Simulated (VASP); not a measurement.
Crystal: TaN.

```xyz
2
Lattice="2.8983 0.0000 0.0000 -1.4491 2.5100 0.0000 0.0000 0.0000 2.8440" Properties=species:S:1:pos:R:3 pbc="T T T"
Ta    0.0000    0.0000    1.4220
N     1.4491    0.8367    0.0000
```

This cell differs from its parent crystal: volume scaled by 0.96.

Base run:

| Quantity | Value |
| --- | --- |
| Program | VASP 6.6.1 |
| Functional | LDA |
| Potentials or basis | VASP PAW LDA potentials, release 64 (Ta_pv, N) |
| Cutoff | 520 eV |
| k mesh | 10 × 10 × 9 |
| Occupations | fermi-dirac, width 0.05 eV |
| Spin | no spin polarisation |

Its results: band gap on the k mesh zero (band 8 reaches 8.74 eV, above the bottom of band 9 at 8.44 eV); pressure 5.3 GPa.

Q: After a change of settings the same cell gave: band gap on the k mesh zero (band 9 reaches 12.93 eV, above the bottom of band 10 at 12.63 eV); pressure 4.6 GPa. Which change was it?
A. functional from LDA to PBE; potentials or basis from VASP PAW LDA potentials, release 64 (Ta_pv, N) to VASP PAW PBE potentials, release 64 (Ta_pv, N)
B. potentials or basis from VASP PAW LDA potentials, release 64 (Ta_pv, N) to VASP PAW LDA potentials, release 64 (Ta_sv_GW, N); cutoff from 520 eV to 600 eV; further incar settings from ALGO = Normal; EDIFF = 1e-06; NBANDS = 15 to ALGO = Normal; EDIFF = 1e-06; NBANDS = 16; valence electrons from 16 to 18
C. functional from LDA to PBEsol; potentials or basis from VASP PAW LDA potentials, release 64 (Ta_pv, N) to VASP PAW PBE potentials, release 64 (Ta_pv, N)

A: B.

Caveats: spin-orbit coupling is left out, which moves the levels of the heavy elements.
